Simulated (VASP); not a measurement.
# Dy (Fm-3m) in VASP: single point with PBE

Aim: the single point of Dy with PBE.

All numbers are computed with VASP 6.6.1; they aren't measurements. Logs are shortened: lines on timing, memory, paths and dates and some standing lists are left out, and cuts for length are marked.

## (1) The cell of the first run

It takes space group Fm-3m (No. 225, cubic). The conventional cell has a = 5.014 Å, b = 5.014 Å, c = 5.014 Å, α = 90.00°, β = 90.00°, γ = 90.00°. Within 4.7 Å of Dy (site symmetry m-3m) lie 12 Dy at 3.55 Å.

This isn't the form of Dy at room conditions, which is hcp.

## (2) Single point, PBE, collinear spin, ferromagnetic start

File INCAR:

```
PREC = Accurate
ENCUT = 520
EDIFF = 1E-6
ISMEAR = 0
SIGMA = 0.05
LREAL = F
LASPH = T
NELM = 150
ALGO = Normal
ISIF = 2
LWAVE = F
LCHARG = F
ISPIN = 2
MAGMOM = 5
LORBIT = 11
LMAXMIX = 6
GGA = PE
NBANDS = 20
```

File KPOINTS:

```
regular mesh
0
Gamma
  8 8 8
```

File POSCAR:

```
Dy
1.0
    0.0000000000      2.5070375042      2.5070375042
    2.5070375042      0.0000000000      2.5070375042
    2.5070375042      2.5070375042      0.0000000000
Dy
1
Direct
    0.0000000000      0.0000000000      0.0000000000
```

Potentials or basis: VASP PAW PBE potentials, release 64 (Dy).

Launch:

```console
> cat potpaw_PBE.64/Dy/POTCAR > POTCAR
> mpirun -np 1 vasp_std > vasp.out
```

OUTCAR:

```text
PREC = Accurate
   ENCUT = 520
   EDIFF = 1E-6
   ISMEAR = 0
   LREAL = F
   LASPH = T
   NELM = 150
   ISIF = 2
   ISPIN = 2
   LORBIT = 11
   GGA = PE

 ion  position               nearest neighbor table
   1  0.000  0.000  0.000-

  LATTYP: Found a face centered cubic cell.
 ALAT       =     5.0140750084

  Lattice vectors:

 A1 = (   0.0000000000,   2.5070375042,   2.5070375042)
 A2 = (   2.5070375042,   0.0000000000,   2.5070375042)
 A3 = (   2.5070375042,   2.5070375042,   0.0000000000)

Analysis of symmetry for initial positions (statically):
=====================================================================
 Subroutine PRICEL returns:
 Original cell was already a primitive cell.

 Routine SETGRP: Setting up the symmetry group for a
 face centered cubic supercell.

 Subroutine GETGRP returns: Found 48 space group operations
 (whereof 48 operations were pure point group operations)
 out of a pool of 48 trial point group operations.

The static configuration has the point symmetry O_h .

Analysis of symmetry for dynamics (positions and initial velocities):
=====================================================================
 Subroutine PRICEL returns:
 Original cell was already a primitive cell.

 Routine SETGRP: Setting up the symmetry group for a
 face centered cubic supercell.

 Subroutine GETGRP returns: Found 48 space group operations
 (whereof 48 operations were pure point group operations)
 out of a pool of 48 trial point group operations.

The dynamic configuration has the point symmetry O_h .

Analysis of structural, dynamic, and magnetic symmetry:
=====================================================================
 Subroutine PRICEL returns:
 Original cell was already a primitive cell.

 Routine SETGRP: Setting up the symmetry group for a
 face centered cubic supercell.

 Subroutine GETGRP returns: Found 48 space group operations
 (whereof 48 operations were pure point group operations)
 out of a pool of 48 trial point group operations.

The overall configuration has the point symmetry O_h .

 Subroutine INISYM returns: Found 48 space group operations
 (whereof 48 operations are pure point group operations),
 and found     1 'primitive' translations

----------------------------------------------------------------------------------------

                                     Primitive cell

  volume of cell :      31.5147

  direct lattice vectors                    reciprocal lattice vectors
     0.000000000  2.507037504  2.507037504    -0.199438580  0.199438580  0.199438580
     2.507037504  0.000000000  2.507037504     0.199438580 -0.199438580  0.199438580
     2.507037504  2.507037504  0.000000000     0.199438580  0.199438580 -0.199438580

  length of vectors
     3.545486440  3.545486440  3.545486440     0.345437754  0.345437754  0.345437754

  position of ions in fractional coordinates (direct lattice)
     0.000000000  0.000000000  0.000000000

  ion indices of the primitive-cell ions
   primitive index   ion index
                 1           1

----------------------------------------------------------------------------------------

 KPOINTS: regular mesh

Automatic generation of k-mesh.
 Grid dimensions read from file:
 generate k-points for:    8    8    8

 Generating k-lattice:

  Cartesian coordinates                     Fractional coordinates (reciprocal lattice)
    -0.024929823  0.024929823  0.024929823     0.125000000  0.000000000  0.000000000
     0.024929823 -0.024929823  0.024929823     0.000000000  0.125000000  0.000000000
     0.024929823  0.024929823 -0.024929823     0.000000000  0.000000000  0.125000000

  Length of vectors
     0.043179719  0.043179719  0.043179719

  Shift w.r.t. Gamma in fractional coordinates (k-lattice)
     0.000000000  0.000000000  0.000000000

 Subroutine IBZKPT returns following result:
 ===========================================

 Found     29 irreducible k-points:

 Following reciprocal coordinates:
            Coordinates               Weight
  0.000000  0.000000  0.000000      1.000000
  0.125000  0.000000  0.000000      8.000000
  0.250000  0.000000  0.000000      8.000000
  0.375000  0.000000  0.000000      8.000000
  0.500000  0.000000  0.000000      4.000000
  0.125000  0.125000  0.000000      6.000000
[... 16 lines left out ...]
  0.500000  0.250000  0.125000     48.000000
 -0.375000  0.250000  0.125000     24.000000
 [... further k-points ...]
   k-points           NKPTS =     29   k-points in BZ     NKDIM =     29   number of bands    NBANDS=     20
   number of dos      NEDOS =    301   number of ions     NIONS =      1
   total plane-waves  NPLWV =  21952
   dimension x,y,z NGX =    28 NGY =   28 NGZ =   28
   dimension x,y,z NGXF=    56 NGYF=   56 NGZF=   56
   ions per type =               1
   NGX,Y,Z   is equivalent  to a cutoff of  13.13, 13.13, 13.13 a.u.
   NGXF,Y,Z  is equivalent  to a cutoff of  26.26, 26.26, 26.26 a.u.
 SYSTEM =  unknown system
   PREC   = accura    normal or accurate (medium, high low for compatibility)
   ISTART =      0    job   : 0-new  1-cont  2-samecut
   ICHARG =      2    charge: 1-file 2-atom 10-const
   ISPIN  =      2    spin polarized calculation?
   LNONCOLLINEAR =      F non collinear calculations
   LSORBIT =      F    spin-orbit coupling
   LASPH  =      T    aspherical Exc in radial PAW
   ENCUT  =  520.0 eV  38.22 Ry    6.18 a.u.   6.59  6.59  6.59*2*pi/ulx,y,z
   NELM   =    150;   NELMIN=  2; NELMDL= -5     # of ELM steps
   EDIFF  = 0.1E-05   stopping-criterion for ELM
   LREAL  =      F    real-space projection
   EDIFFG = 0.1E-04   stopping-criterion for IOM
   NSW    =      0    number of steps for IOM
   IBRION =     -1    ionic relax: 0-MD 1-quasi-New 2-CG
   NFREE  =      0    steps in history (QN), initial steepest desc. (CG)
   ISIF   =      2    stress and relaxation
   ISYM   =      2    0-nonsym 1-usesym 2-fastsym
   POTIM  = 0.5000    time-step for ionic-motion
   TEBEG  =    0.0;   TEEND  =   0.0 temperature during run
   PSTRESS=    0.0 pullay stress
   NELECT =      20.0000    total number of electrons
   NUPDOWN=      -1.0000    fix difference up-down
   EMIN   =  10.00;   EMAX   =-10.00  energy-range for DOS
   EFERMI =   0.00;   METHOD = LEGACY
   ISMEAR =     0;   SIGMA  =   0.05  broadening in eV -4-tet -1-fermi 0-gaus
   EFERMI_NEDOS =   21; number of points for ismear=-14 and -15
   IALGO  =     38    algorithm
   IMIX   =      4    mixing-type and parameters
     AMIX     =   0.40;   BMIX     =  1.00
     AMIX_MAG =   1.60;   BMIX_MAG =  1.00
  volume/ion in A,a.u.               =      31.51       212.67
  Fermi-wavevector in a.u.,A,eV,Ry     =   1.406849  2.658558 26.928960  1.979223
  Thomas-Fermi vector in A             =   2.529167
   LORBIT       =     11    0 simple, 1 ext, 2 COOP (PROOUT), +10 PAW based schemes
   GGA     = PE    functional components
   LHFCALC =     F    Hartree Fock is set to
   AEXX    =    0.0000 exact exchange contribution
   IVDW    =     0    specifies the selected vdW correction
   LEPSILON=     F    determine dielectric tensor
   LRPA    =     F    only Hartree local field effects (RPA)
 spin polarized calculation
 Gauss-broadening in eV      SIGMA  =   0.05
  energy-cutoff  :      520.00
  volume of cell :       31.51
 maximum number of plane-waves:       877
 NGX is ok and might be reduce to    28
   NGX = 13   NGY = 13   NGZ = 13

 number of electron      19.9999994 magnetization       4.8255386

 Free energy of the ion-electron system (eV)
  ---------------------------------------------------
  ext. energy  EPLUGINS =         0.00000000
  ---------------------------------------------------
  free energy    TOTEN  =        -7.78664660 eV

  energy without entropy =       -7.77025949  energy(sigma->0) =       -7.77845305

 E-fermi :   2.7311     XC(G=0): -10.1517

 val. band max:        2.7285325331   @ k =   0.5000   0.3750   0.1250
 cond. band min:       2.7316285439   @ k =   0.3750   0.2500   0.1250
 fundamental gap:      0.0030960108
 Fermi energy:         2.7311352986

 spin component 1

 k-point     1 :       0.0000    0.0000    0.0000
  band No.  band energies     occupation
      1     -44.3394      1.00000
      2     -19.8134      1.00000
      3     -19.8134      1.00000
      4     -19.8134      1.00000
      5      -2.3431      1.00000
      6      -0.7887      1.00000
[... 12 lines left out ...]
     19      15.8613      0.00000
     20      15.8613      0.00000

 k-point     2 :       0.1250    0.0000    0.0000
  band No.  band energies     occupation
      1     -44.3311      1.00000
      2     -19.9221      1.00000
      3     -19.8270      1.00000
      4     -19.8270      1.00000
      5      -1.9167      1.00000
      6      -0.8087      1.00000
[... 12 lines left out ...]
     19      14.3924      0.00000
     20      16.7188      0.00000
[... 465 lines left out ...]
      3     -20.0668      1.00000
      4     -19.9427      1.00000
      5      -0.9129      1.00000
      6      -0.8842      1.00000
[... 12 lines left out ...]
     19      14.7659      0.00000
     20      15.0495      0.00000

 k-point    24 :      -0.3750    0.2500    0.1250
  band No.  band energies     occupation
      1     -44.2732      1.00000
      2     -20.4165      1.00000
      3     -20.0912      1.00000
      4     -19.9642      1.00000
      5      -0.9203      1.00000
      6      -0.9003      1.00000
[... 12 lines left out ...]
     19      14.5425      0.00000
     20      15.2876      0.00000

 [... further k-points ...]

 spin component 2

 k-point     1 :       0.0000    0.0000    0.0000
  band No.  band energies     occupation
      1     -42.2556      1.00000
      2     -18.2740      1.00000
      3     -18.2740      1.00000
      4     -18.2740      1.00000
      5      -1.9940      1.00000
      6       2.1375      1.00000
[... 12 lines left out ...]
     19      16.1312      0.00000
     20      16.1312      0.00000

 k-point     2 :       0.1250    0.0000    0.0000
  band No.  band energies     occupation
      1     -42.2459      1.00000
      2     -18.4003      1.00000
      3     -18.2894      1.00000
      4     -18.2893      1.00000
      5      -1.5525      1.00000
      6       2.1396      1.00000
[... 12 lines left out ...]
     19      14.6582      0.00000
     20      17.0228      0.00000
[... 465 lines left out ...]
      3     -18.5636      1.00000
      4     -18.4202      1.00000
      5       1.5888      1.00000
      6       2.2850      1.00000
[... 12 lines left out ...]
     19      15.1855      0.00000
     20      15.7550      0.00000

 k-point    24 :      -0.3750    0.2500    0.1250
  band No.  band energies     occupation
      1     -42.1778      1.00000
      2     -18.9666      1.00000
      3     -18.5915      1.00000
      4     -18.4447      1.00000
      5       2.0522      1.00000
      6       2.3383      1.00000
[... 12 lines left out ...]
     19      14.9926      0.00000
     20      16.0595      0.00000

 [... further k-points ...]
[... 5 lines left out ...]
  --------------------------------------------------------------------------------------
  -------------------------------------------------------------------------------------
  Total        0.1887656      0.1887656      0.1887656      0.0000000     -0.0000000      0.0000000
  in kB        9.5966785      9.5966785      9.5966785      0.0000000     -0.0000000      0.0000000
  external PRESSURE =       9.5966785 kB  Pullay stress =       0.0000000 kB

 VOLUME and BASIS-vectors are now :
 -----------------------------------------------------------------------------
  energy-cutoff  :      520.00
  volume of cell :       31.51
      direct lattice vectors                 reciprocal lattice vectors
     0.000000000  2.507037504  2.507037504    -0.199438580  0.199438580  0.199438580
     2.507037504  0.000000000  2.507037504     0.199438580 -0.199438580  0.199438580
     2.507037504  2.507037504  0.000000000     0.199438580  0.199438580 -0.199438580

 POSITION                                       TOTAL-FORCE (eV/Angst)
 -----------------------------------------------------------------------------------
      0.00000      0.00000      0.00000         0.000000      0.000000      0.000000
 -----------------------------------------------------------------------------------
    total drift:                               -0.000000     -0.000000     -0.000000

  FREE ENERGIE OF THE ION-ELECTRON SYSTEM (eV)
  ---------------------------------------------------
  free  energy   TOTEN  =        -7.7866466022 eV

  energy  without entropy=       -7.7702594939  energy(sigma->0) =       -7.77845305

 total charge

# of ion       s       p       d       f       tot
--------------------------------------------------
    1        2.168   5.801   0.537   9.263  17.769

 magnetization (x)

# of ion       s       p       d       f       tot
--------------------------------------------------
    1        0.010  -0.050   0.097   4.585   4.643
```

Wall time 3.4 min (1 thread of Intel Xeon 8259CL, shared host); peak memory 0.2 GiB.

Results:

```
Free energy                                           : -7.7866 eV
Pressure                                              : 1.0 GPa
Net moment                                            : 4.83 μB per cell
Site moments                                          : Dy +4.64 μB
Valence electrons inside the program's atomic spheres : Dy 17.77
```

Levels at points of the mesh, in eV from the Fermi level:
Spin up:
```
           k point  band 10  band 11  band 12  band 13  band 14  band 15
(0.00, 0.00, 0.00)    -3.23    -3.23    -2.85     2.09     2.09     2.09
(0.50, 0.00, 0.00)    -3.15    -2.71    -2.16     1.08     1.88     1.88
(0.50, 0.50, 0.00)    -3.16    -2.66    -1.86    -0.90     2.65     6.26
```
Spin down:
| k point | band 4 | band 5 | band 6 | band 7 | band 8 | band 9 | band 10 | band 11 |
| --- | --- | --- | --- | --- | --- | --- | --- | --- |
| (0.00, 0.00, 0.00) | -21.01 | -4.73 | -0.59 | -0.08 | -0.08 | -0.08 | 0.93 | 0.93 |
| (0.50, 0.00, 0.00) | -21.11 | -1.73 | -0.43 | -0.17 | 0.06 | 0.06 | 0.73 | 0.73 |
| (0.50, 0.50, 0.00) | -21.29 | -1.57 | -0.44 | -0.31 | -0.04 | 0.05 | 0.05 | 0.74 |

Caveat: the magnetic or orbital state may not be the lowest; spin-orbit coupling is left out, which moves the levels of the heavy elements; semilocal functionals describe open f shells poorly, which spoils levels, moments and volumes. The state reached can hang on the start; a lower one may exist.
